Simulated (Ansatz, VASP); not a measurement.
ScAl3N4: VASP beside Ansatz

```
Sc Al N
1.0
     4.80430   -2.77269   -0.00660
    -3.20555   -0.01662   -4.86813
     3.23597    5.60273   -0.00104
Sc Al N
2 6 8
Direct
  0.35081 0.03857 0.00201
  0.94255 0.52809 0.13432
  0.81990 0.98951 0.25486
  0.33517 0.00111 0.50725
  0.84046 0.00475 0.74263
  0.40681 0.49018 0.38635
  0.91759 0.49928 0.62474
  0.42019 0.51537 0.86584
  0.59893 0.58971 0.15119
  0.15445 0.61652 0.42733
  0.64877 0.61452 0.64910
  0.14873 0.61944 0.88454
  0.75149 0.10385 0.02592
  0.19989 0.09184 0.29348
  0.71611 0.11038 0.52720
  0.22013 0.13088 0.75924
```

Alike in both runs: functional LDA; k mesh 4 × 4 × 4; occupations gaussian, width 0.1 eV; no spin polarisation.

Ansatz relaxed the structure, and its values are those at the end. VASP's run is a single point on that final structure, the one shown.

```csv
,VASP,Ansatz
version,VASP 6.6.1,Ansatz 0.2.0
potentials or method,"VASP PAW LDA potentials, release 64 (Sc_sv, Al, N), cutoff 520 eV","scalar-relativistic, plane waves, PAW"
valence electrons in the cell,80,80
```

|  | VASP | Ansatz | Ansatz less VASP |
| --- | --- | --- | --- |
| gap on the k mesh at the Fermi level (eV) | 3.32 | 3.33 | +0.013 |
| least direct gap on the mesh (eV) | 3.68 | 3.69 | +0.005 |
| pressure (GPa) | 0.7 | -0.1 | -0.84 |
| rms of the force components (eV/Å) | 0.026 | 0.008 | -0.0181 |

Ansatz warns that its potentials were made for another functional, while VASP's fit it. LDA's correlation is that of Perdew and Zunger in VASP and of Perdew and Wang (1992) in Ansatz.
